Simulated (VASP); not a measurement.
Here is a VASP 6.6.1 calculation.

Contents of INCAR:

```
  PREC = Accurate
  ENCUT = 520
  EDIFF = 1E-8
  ISMEAR = 0
  SIGMA = 0.01
  LREAL = F
  LASPH = T
  NELM = 80
  ALGO = Normal
  ISIF = 2
  LWAVE = F
  LCHARG = F
  GGA = PS
  IBRION = 8
  NSW = 1
```

KPOINTS

```
regular mesh
0
Gamma
  8 8 8
```

The input POSCAR:

```
BeTe
1.0
    2.7145135738      2.7145135738      0.0000000000
   -2.7145135738      2.7145135738      0.0000000000
    0.0000000000      2.7145135738      2.7145135738
Be Te
1 1
Direct
    0.0000000000      0.0000000000      0.0000000000
    0.7500000000      0.2500000000      0.5000000000
```

Potentials or basis: VASP PAW PBE potentials, release 64 (Be, Te).

The run is started by

```bash
$ cat potpaw_PBE.64/Be/POTCAR potpaw_PBE.64/Te/POTCAR > POTCAR
$ mpirun -np 1 vasp_std > vasp.out
```

Q: Estimate the highest phonon frequency at Γ, LO-TO splitting left out.

A: 538 cm⁻¹.

Phonon frequencies in cm⁻¹ (negative: imaginary):
```tsv
q point	frequencies
(0.000, 0.000, 0.000)	0 0 0 538 538 538
```

Caveat: the cell stands under pressure or tension, which shifts response properties.
